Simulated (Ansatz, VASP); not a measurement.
## Two plane-wave programs on SiC

```
Si C
1.0
     0.00000    2.17740    2.17740
     2.17740    0.00000    2.17740
     2.13153    2.13153    0.04587
Si C
1 1
Direct
  0.00000 0.00000 0.00000
  0.75000 0.75000 0.75000
```

Alike in both runs: task single point; functional PBE; k mesh 12 × 12 × 12; occupations gaussian, width 0.05 eV; no spin polarisation.

|  | VASP | Ansatz |
| --- | --- | --- |
| version | VASP 6.6.1 | Ansatz 0.2.0 |
| potentials or method | VASP PAW PBE potentials, release 64 (Si, C), cutoff 520 eV | scalar-relativistic, plane waves, PAW |
| valence electrons in the cell | 8 | 8 |

```tsv
	VASP	Ansatz	Ansatz less VASP
gap on the k mesh at the Fermi level (eV)	1.19	1.19	+0.005
least direct gap on the mesh (eV)	4.37	4.38	+0.006
pressure (GPa)	11.8	11.9	+0.08
traceless stress, the component that is largest in VASP (GPa)	6.61	6.59	-0.021
rms of the force components (eV/Å)	0.252	0.253	+0.0007
```

Atom by atom the forces differ by 0.001 eV/Å (rms over components).
